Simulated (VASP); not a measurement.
Set up this calculation in VASP 6.6.1, as the native input.

* Task: single point
* Functional: LDA
* Potentials or basis: VASP PAW LDA potentials, release 64 (Si, O)
* Cutoff: 520 eV
* k mesh: 6 × 6 × 8
* Occupations: gaussian, width 0.01 eV
* Spin: no spin polarisation
* Dipole correction: no
* Further INCAR settings: ALGO = Normal; EDIFF = 1e-06; NBANDS = 25

The structure of SiO2 lies in POSCAR:

```
SiO2
1.0
    4.2118247061      0.0000000000      0.0000000000
    0.0000000000      4.2118247061      0.0000000000
    0.0000000000      0.0000000000      2.6872274452
Si O
2 4
Direct
    0.0000000000      0.0000000000      0.0000000000
    0.5000000000      0.5000000000      0.5000000000
    0.3059000000      0.3059000000      0.0000000000
    0.1941000000      0.8059000000      0.5000000000
    0.6941000000      0.6941000000      0.0000000000
    0.8059000000      0.1941000000      0.5000000000
```

One way to write it, as run:

INCAR

```
ALGO = Normal ; EDIFF = 1E-6
ENCUT = 520 ; ISIF = 2
ISMEAR = 0 ; LASPH = T
LCHARG = F ; LREAL = F
LWAVE = F ; NBANDS = 25
NELM = 100 ; PREC = Accurate
SIGMA = 0.01
```

KPOINTS

```
k-points
0
Gamma
  6 6 8
```

Potentials or basis: VASP PAW LDA potentials, release 64 (Si, O).

The run is started by

```bash
$ cat potpaw_LDA.64/Si/POTCAR potpaw_LDA.64/O/POTCAR > POTCAR
$ mpirun -np 1 vasp_std > vasp.out
```

Results of the run:

```
Pressure               : -10.2 GPa
Largest force          : 0.166 eV/Å
Band gap on the k mesh : 5.18 eV
```

Caveat: the cell stands under tension.

It took 54 s on 1 thread of Intel Xeon 8259CL, on a shared host, peak memory 0.16 GiB.
